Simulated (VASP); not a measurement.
Set up this calculation in VASP 6.6.1, as the native input.

| Item | Value |
| --- | --- |
| Task | single point |
| Functional | r2SCAN |
| Potentials or basis | VASP PAW PBE potentials, release 64 (Rb_sv, Br) |
| Cutoff | 520 eV |
| k mesh | 6 × 6 × 6 |
| Occupations | gaussian, width 0.01 eV |
| Spin | no spin polarisation |
| Dipole correction | no |
| Further INCAR settings | ALGO = Normal; EDIFF = 1e-06; NBANDS = 15 |

Crystal: RbBr.

```xyz
2
Lattice="4.1243 0.0000 0.0000 0.0000 4.1243 0.0000 0.0000 0.0000 4.0566" Properties=species:S:1:pos:R:3 pbc="T T T"
Rb    0.0000    0.0000    0.0000
Br    2.0621    2.0621    2.0283
```

This cell differs from its parent crystal: uniaxial z strain -1.6%.

These files were run (other wordings do the same):

POSCAR

```
RbBr
1.0
    4.1242532581      0.0000000000      0.0000000000
    0.0000000000      4.1242532581      0.0000000000
    0.0000000000      0.0000000000      4.0566155047
Rb Br
1 1
Direct
    0.0000000000      0.0000000000      0.0000000000
    0.5000000000      0.5000000000      0.5000000000
```

INCAR.step1

```
SYSTEM = RbBr
PREC     = Accurate       ! precision mode
ENCUT    = 520            ! plane-wave cutoff, eV
ISMEAR   = 0              ! smearing method
SIGMA    = 0.01           ! smearing width, eV
LREAL    = .False.        ! projectors in reciprocal space
LASPH    = .True.         ! aspherical terms in the spheres
NELM     = 100            ! most SCF steps
NBANDS   = 15             ! bands
GGA      = PE             ! functional
ALGO     = Normal         ! electronic algorithm
EDIFF    = 1E-4           ! SCF threshold, eV
LWAVE    = .True.         ! write WAVECAR
LCHARG   = .False.        ! write CHGCAR
```

INCAR.step2

```
SYSTEM = RbBr
PREC     = Accurate       ! precision mode
ENCUT    = 520            ! plane-wave cutoff, eV
EDIFF    = 1E-6           ! SCF threshold, eV
ISMEAR   = 0              ! smearing method
SIGMA    = 0.01           ! smearing width, eV
LREAL    = .False.        ! projectors in reciprocal space
LASPH    = .True.         ! aspherical terms in the spheres
NELM     = 100            ! most SCF steps
ALGO     = Normal         ! electronic algorithm
ISIF     = 2              ! what is computed and relaxed
LWAVE    = .False.        ! write WAVECAR
LCHARG   = .False.        ! write CHGCAR
METAGGA  = R2SCAN         ! meta-GGA
LMIXTAU  = .True.       
NBANDS   = 15             ! bands
ISTART   = 1
```

KPOINTS

```
Automatic mesh
0
Gamma
  6 6 6
  0 0 0
```

Potentials or basis: VASP PAW PBE potentials, release 64 (Rb_sv, Br).

Run with:

```bash
$ cat potpaw_PBE.64/Rb_sv/POTCAR potpaw_PBE.64/Br/POTCAR > POTCAR
$ cp INCAR.step1 INCAR
$ mpirun -np 1 vasp_std > vasp.out
$ cp INCAR.step2 INCAR
$ mpirun -np 1 vasp_std > vasp.out
```

Results of the run:

The pressure is 0.4 GPa and the band gap on the k mesh is 4.85 eV, indirect (least direct gap 4.99 eV).

Caveat: the cell differs from its parent crystal (uniaxial z strain -1.6%); the PAW data sets were made with another functional, which shifts forces and pressure a little.

Wall time 43 s on 1 thread of Intel(R) Xeon(R) 6975P-C (Granite Rapids) (shared host), peak memory 0.19 GiB.
